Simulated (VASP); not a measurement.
# LiTi8C8 (a cell with a defect) in VASP: single point with LDA

Aim: the single point of LiTi8C8 (a cell with a defect) with LDA.

All numbers are computed with VASP 6.6.1; they aren't measurements. Logs are shortened: lines on timing, memory, paths and dates and some standing lists are left out, and cuts for length are marked.

## Step 1: The cell of the first run

The cell holds a defect, 17 atoms: a = 6.152 Å, b = 6.152 Å, c = 6.152 Å, α = 60.00°, β = 60.00°, γ = 60.00°.

## Step 2: Single point, LDA

INCAR reads:

```
SYSTEM = LiTi8C8
PREC = Accurate
ENCUT = 520
EDIFF = 1E-6
ISMEAR = -1
SIGMA = 0.05
LREAL = Auto
LASPH = .TRUE.
NELM = 60
ALGO = Normal
ISIF = 2
LWAVE = .FALSE.
LCHARG = .FALSE.
NBANDS = 80
```

KPOINTS reads:

```
Automatic mesh
0
G
  3 3 3
  0 0 0
```

POSCAR reads:

```
LiTi8C8
1.0
    0.0000000000      4.3500000000      4.3500000000
    4.3500000000      0.0000000000      4.3500000000
    4.3500000000      4.3500000000      0.0000000000
Ti C Li
8 8 1
Direct
    0.2234309132      0.2581057659      0.2593093497
    0.2518772047      0.2441585064      0.7520585806
    0.2518863382      0.7509116851      0.2452874430
    0.2518852395      0.7509120625      0.7520643111
    0.7591237428      0.2581051706      0.2593082221
    0.7591186138      0.2581029140      0.7236307264
    0.7591745840      0.7222622014      0.2593593848
    0.7451107202      0.7509120284      0.7520640760
    0.0025779618     -0.0015626476     -0.0004327983
    0.0006075265     -0.0020283077      0.5007852594
    0.0006151347      0.4996477890     -0.0009061453
    0.0006131775      0.4996449276      0.5007916052
    0.4993896694     -0.0015630428     -0.0004327669
    0.4993902087     -0.0015645122      0.5027562186
    0.4994117517      0.5015615260     -0.0004125487
    0.4989234262      0.4996444205      0.5007912465
    0.6252386872      0.1240586132      0.1254330357
```

Potentials or basis: VASP PAW LDA potentials, release 64 (Ti_sv, C, Li_sv).

The run is started by

```
$ cat potpaw_LDA.64/Ti_sv/POTCAR potpaw_LDA.64/C/POTCAR potpaw_LDA.64/Li_sv/POTCAR > POTCAR
$ mpirun -np 1 vasp_std > vasp.out
```

OUTCAR:

```text
SYSTEM = LiTi8C8
   PREC = Accurate
   ENCUT = 520
   EDIFF = 1E-6
   ISMEAR = -1
   LREAL = Auto
   LASPH = .TRUE.
   NELM = 60
   ISIF = 2

 ion  position               nearest neighbor table
   1  0.223  0.258  0.259-  17 2.02  10 2.10  12 2.10  11 2.10  14 2.26  13 2.26  15 2.26   7 2.86
                             5 2.86   6 2.86
   2  0.252  0.244  0.752-   9 2.15  13 2.15  14 2.15  11 2.19  12 2.19  16 2.19
   3  0.252  0.751  0.245-  13 2.15   9 2.15  15 2.15  12 2.19  16 2.19  10 2.19
   4  0.252  0.751  0.752-   9 2.15  14 2.15  15 2.15  11 2.19  16 2.19  10 2.19
   5  0.759  0.258  0.259-  17 2.02  10 2.10  16 2.10  11 2.10  14 2.26   9 2.26  15 2.26   7 2.86
                             1 2.86   6 2.86
   6  0.759  0.258  0.724-  17 2.02  10 2.10  16 2.10  12 2.10  13 2.26   9 2.26  15 2.26   7 2.86
                             1 2.86   5 2.86
   7  0.759  0.722  0.259-  17 2.02  16 2.10  12 2.10  11 2.10  14 2.26  13 2.26   9 2.26   1 2.86
                             5 2.86   6 2.86
   8  0.745  0.751  0.752-  13 2.15  14 2.15  15 2.15  11 2.19  12 2.19  10 2.19
   9  0.003  0.998  1.000-  17 1.90   2 2.15   4 2.15   3 2.15   6 2.26   5 2.26   7 2.26
  10  0.001  0.998  0.501-   1 2.10   5 2.10   6 2.10   8 2.19   4 2.19   3 2.19
  11  0.001  0.500  0.999-   7 2.10   1 2.10   5 2.10   2 2.19   8 2.19   4 2.19
  12  0.001  0.500  0.501-   7 2.10   1 2.10   6 2.10   2 2.19   8 2.19   3 2.19
  13  0.499  0.998  1.000-  17 1.90   2 2.15   8 2.15   3 2.15   6 2.26   1 2.26   7 2.26
  14  0.499  0.998  0.503-  17 1.90   2 2.15   8 2.15   4 2.15   5 2.26   1 2.26   7 2.26
  15  0.499  0.502  1.000-  17 1.90   8 2.15   4 2.15   3 2.15   6 2.26   5 2.26   1 2.26
  16  0.499  0.500  0.501-   7 2.10   5 2.10   6 2.10   2 2.19   4 2.19   3 2.19
  17  0.625  0.124  0.125-  14 1.90  13 1.90   9 1.90  15 1.90   7 2.02   6 2.02   5 2.02   1 2.02

  LATTYP: Found a face centered cubic cell.
 ALAT       =     8.7000000000

  Lattice vectors:

 A1 = (   0.0000000000,   4.3500000000,   4.3500000000)
 A2 = (   4.3500000000,   0.0000000000,   4.3500000000)
 A3 = (   4.3500000000,   4.3500000000,   0.0000000000)

Analysis of symmetry for initial positions (statically):
=====================================================================
 Subroutine PRICEL returns:
 Original cell was already a primitive cell.

 Routine SETGRP: Setting up the symmetry group for a
 face centered cubic supercell.

 Subroutine GETGRP returns: Found  2 space group operations
 (whereof  1 operations were pure point group operations)
 out of a pool of 48 trial point group operations.

The static configuration has the point symmetry C_1 .
 The point group associated with its full space group is C_1h.

Analysis of symmetry for dynamics (positions and initial velocities):
=====================================================================
 Subroutine PRICEL returns:
 Original cell was already a primitive cell.

 Routine SETGRP: Setting up the symmetry group for a
 face centered cubic supercell.

 Subroutine GETGRP returns: Found  2 space group operations
 (whereof  1 operations were pure point group operations)
 out of a pool of 48 trial point group operations.

The dynamic configuration has the point symmetry C_1 .
 The point group associated with its full space group is C_1h.

 Subroutine INISYM returns: Found  2 space group operations
 (whereof  1 operations are pure point group operations),
 and found     1 'primitive' translations

----------------------------------------------------------------------------------------

                                     Primitive cell

  volume of cell :     164.6257

  direct lattice vectors                    reciprocal lattice vectors
     0.000000000  4.350000000  4.350000000    -0.114942529  0.114942529  0.114942529
     4.350000000  0.000000000  4.350000000     0.114942529 -0.114942529  0.114942529
     4.350000000  4.350000000  0.000000000     0.114942529  0.114942529 -0.114942529

  length of vectors
     6.151828996  6.151828996  6.151828996     0.199086300  0.199086300  0.199086300

  position of ions in fractional coordinates (direct lattice)
     0.223430913  0.258105766  0.259309350
     0.251877205  0.244158506  0.752058581
     0.251886338  0.750911685  0.245287443
     0.251885239  0.750912062  0.752064311
     0.759123743  0.258105171  0.259308222
     0.759118614  0.258102914  0.723630726
[... 9 lines left out ...]
     0.498923426  0.499644420  0.500791247
     0.625238687  0.124058613  0.125433036

  ion indices of the primitive-cell ions
   primitive index   ion index
                 1           1
                 2           2
                 3           3
                 4           4
                 5           5
                 6           6
[... 9 lines left out ...]
                16          16
                17          17

----------------------------------------------------------------------------------------

 KPOINTS: Automatic mesh

Automatic generation of k-mesh.
 Grid dimensions read from file:
 generate k-points for:    3    3    3

 Generating k-lattice:

  Cartesian coordinates                     Fractional coordinates (reciprocal lattice)
    -0.038314176  0.038314176  0.038314176     0.333333333  0.000000000  0.000000000
     0.038314176 -0.038314176  0.038314176     0.000000000  0.333333333  0.000000000
     0.038314176  0.038314176 -0.038314176     0.000000000  0.000000000  0.333333333

  Length of vectors
     0.066362100  0.066362100  0.066362100

  Shift w.r.t. Gamma in fractional coordinates (k-lattice)
     0.000000000  0.000000000  0.000000000

 Subroutine IBZKPT returns following result:
 ===========================================

 Found     10 irreducible k-points:

 Following reciprocal coordinates:
            Coordinates               Weight
  0.000000  0.000000  0.000000      1.000000
  0.333333  0.000000  0.000000      4.000000
  0.000000  0.333333  0.000000      2.000000
  0.000000  0.000000  0.333333      2.000000
  0.333333  0.333333  0.000000      4.000000
  0.000000  0.333333  0.333333      2.000000
 -0.333333  0.333333  0.000000      4.000000
  0.000000 -0.333333  0.333333      2.000000
  0.333333  0.000000 -0.333333      4.000000
  0.333333 -0.333333 -0.333333      2.000000
   k-points           NKPTS =     10   k-points in BZ     NKDIM =     10   number of bands    NBANDS=     80
   number of dos      NEDOS =    301   number of ions     NIONS =     17
   total plane-waves  NPLWV = 110592
   dimension x,y,z NGX =    48 NGY =   48 NGZ =   48
   dimension x,y,z NGXF=    96 NGYF=   96 NGZF=   96
   ions per type =               8   8   1
   NGX,Y,Z   is equivalent  to a cutoff of  12.97, 12.97, 12.97 a.u.
   NGXF,Y,Z  is equivalent  to a cutoff of  25.94, 25.94, 25.94 a.u.
 SYSTEM =  LiTi8C8
   PREC   = accura    normal or accurate (medium, high low for compatibility)
   ISTART =      0    job   : 0-new  1-cont  2-samecut
   ICHARG =      2    charge: 1-file 2-atom 10-const
   ISPIN  =      1    spin polarized calculation?
   LNONCOLLINEAR =      F non collinear calculations
   LSORBIT =      F    spin-orbit coupling
   LASPH  =      T    aspherical Exc in radial PAW
   ENCUT  =  520.0 eV  38.22 Ry    6.18 a.u.  11.44 11.44 11.44*2*pi/ulx,y,z
   NELM   =     60;   NELMIN=  2; NELMDL= -5     # of ELM steps
   EDIFF  = 0.1E-05   stopping-criterion for ELM
   LREAL  =      T    real-space projection
   EDIFFG = 0.1E-04   stopping-criterion for IOM
   NSW    =      0    number of steps for IOM
   IBRION =     -1    ionic relax: 0-MD 1-quasi-New 2-CG
   NFREE  =      0    steps in history (QN), initial steepest desc. (CG)
   ISIF   =      2    stress and relaxation
   ISYM   =      2    0-nonsym 1-usesym 2-fastsym
   POTIM  = 0.5000    time-step for ionic-motion
   TEBEG  =    0.0;   TEEND  =   0.0 temperature during run
   PSTRESS=    0.0 pullay stress
   NELECT =     131.0000    total number of electrons
   NUPDOWN=      -1.0000    fix difference up-down
   EMIN   =  10.00;   EMAX   =-10.00  energy-range for DOS
   EFERMI =   0.00;   METHOD = LEGACY
   ISMEAR =    -1;   SIGMA  =   0.05  broadening in eV -4-tet -1-fermi 0-gaus
   EFERMI_NEDOS =   21; number of points for ismear=-14 and -15
   IALGO  =     38    algorithm
   IMIX   =      4    mixing-type and parameters
     AMIX     =   0.40;   BMIX     =  1.00
     AMIX_MAG =   1.60;   BMIX_MAG =  1.00
  volume/ion in A,a.u.               =       9.68        65.35
  Fermi-wavevector in a.u.,A,eV,Ry     =   1.517048  2.866805 31.312922  2.301435
  Thomas-Fermi vector in A             =   2.626356
   LORBIT       =      0    0 simple, 1 ext, 2 COOP (PROOUT), +10 PAW based schemes
   GGA     = CA    functional components
   LHFCALC =     F    Hartree Fock is set to
   AEXX    =    0.0000 exact exchange contribution
   IVDW    =     0    specifies the selected vdW correction
   LEPSILON=     F    determine dielectric tensor
   LRPA    =     F    only Hartree local field effects (RPA)
 non-spin polarized calculation
  energy-cutoff  :      520.00
  volume of cell :      164.63
 maximum number of plane-waves:      4477
 NGX is ok and might be reduce to    48
   NGX = 23   NGY = 23   NGZ = 23

 number of electron     131.0000001 magnetization

 Free energy of the ion-electron system (eV)
  ---------------------------------------------------
  ext. energy  EPLUGINS =         0.00000000
  ---------------------------------------------------
  free energy    TOTEN  =      -162.62284324 eV

  energy without entropy =     -162.60716217  energy(sigma->0) =     -162.61500270

 E-fermi :   9.6024     XC(G=0): -13.0237

 val. band max:        9.3351744300   @ k =   0.0000   0.0000   0.0000
 cond. band min:       9.6751331901   @ k =   0.0000   0.0000   0.3333
 fundamental gap:      0.3399587601
 Fermi energy:         9.6023937240

 k-point     1 :       0.0000    0.0000    0.0000
  band No.  band energies     occupation
      1     -46.5055      2.00000
      2     -46.4328      2.00000
      3     -46.4239      2.00000
      4     -46.4238      2.00000
      5     -46.4237      2.00000
      6     -46.3882      2.00000
[... 69 lines left out ...]
     76      12.0510      0.00000
     77      12.0958      0.00000
[... 718 lines left out ...]
     76      11.8558      0.00000
     77      12.0746      0.00000
 [bands above 77 left out]

------------------------ aborting loop because EDIFF is reached ----------------------------------------

  FORCE on cell =-STRESS in cart. coord.  units (eV):
  Direction    XX          YY          ZZ          XY          YZ          ZX
  --------------------------------------------------------------------------------------
  -------------------------------------------------------------------------------------
  Total       -2.7182751     -2.7155466     -2.7155466     -0.0046290     -0.0023259      0.0046287
  in kB      -26.4549065    -26.4283518    -26.4283518     -0.0450506     -0.0226361      0.0450480
  external PRESSURE =     -26.4372034 kB  Pullay stress =       0.0000000 kB

 VOLUME and BASIS-vectors are now :
 -----------------------------------------------------------------------------
  energy-cutoff  :      520.00
  volume of cell :      164.63
      direct lattice vectors                 reciprocal lattice vectors
     0.000000000  4.350000000  4.350000000    -0.114942529  0.114942529  0.114942529
     4.350000000  0.000000000  4.350000000     0.114942529 -0.114942529  0.114942529
     4.350000000  4.350000000  0.000000000     0.114942529  0.114942529 -0.114942529

 POSITION                                       TOTAL-FORCE (eV/Angst)
 -----------------------------------------------------------------------------------
      2.25076      2.09992      2.09468         0.018584     -0.018987     -0.019253
      4.33354      4.36712      2.15776         0.066073     -0.068724      0.068724
      4.33347      2.16271      4.36217         0.059054      0.060595     -0.060595
      6.53795      4.36718      4.36217        -0.058896     -0.058572     -0.062596
      2.25075      4.43018      4.42495         0.018584      0.019253      0.018987
      4.27054      6.44996      4.42491        -0.019394     -0.020863      0.020863
[... 9 lines left out ...]
      4.35190      4.34876      4.34377         0.003545     -0.004327     -0.010478
      1.08529      3.26542      3.25944         0.008682     -0.007287      0.007287
 -----------------------------------------------------------------------------------
    total drift:                               -0.000955     -0.053794     -0.085748

  FREE ENERGIE OF THE ION-ELECTRON SYSTEM (eV)
  ---------------------------------------------------
  free  energy   TOTEN  =      -162.6228432382 eV

  energy  without entropy=     -162.6071621711  energy(sigma->0) =     -162.61500270
```

It took 5.2 min on 1 thread of Intel Xeon Platinum 8375C at 2.90GHz (Ice Lake), shared host; peak memory 0.31 GiB.

What came out:

```
Free energy            : -162.6228 eV
Largest force          : 0.118 eV/Å
Band gap on the k mesh : zero (an odd number of electrons rules out a gap without spin polarisation)
```

Forces on the atoms (eV/Å):
```
Ti   0.019 -0.019 -0.019
Ti   0.066 -0.069  0.069
Ti   0.059  0.061 -0.061
Ti  -0.059 -0.059 -0.063
Ti   0.019  0.019  0.019
Ti  -0.019 -0.021  0.021
Ti  -0.009  0.007 -0.007
Ti  -0.059  0.063  0.059
C    0.008 -0.008 -0.014
C   -0.011  0.010 -0.010
C   -0.009 -0.003  0.003
C    0.004  0.010  0.004
C    0.008  0.014  0.008
C   -0.013 -0.007  0.007
C   -0.014  0.013 -0.013
C    0.004 -0.004 -0.010
Li   0.009 -0.007  0.007
```

Levels at points of the mesh, in eV from the Fermi level:
```
           k point  band 61  band 62  band 63  band 64  band 65  band 66  band 67  band 68  band 69  band 70
(0.00, 0.00, 0.00)    -0.77    -0.77    -0.27    -0.27    -0.27     0.30     0.30     0.30     1.22     1.22
```

Caveat: the k points lie up to 0.42 Å⁻¹ apart, too coarse for converged energies and pressures of a metal; the cutoff is under 1.25 times the usual one of these potentials, so pressure, stress and relaxed cells hold a basis-set (Pulay) error.
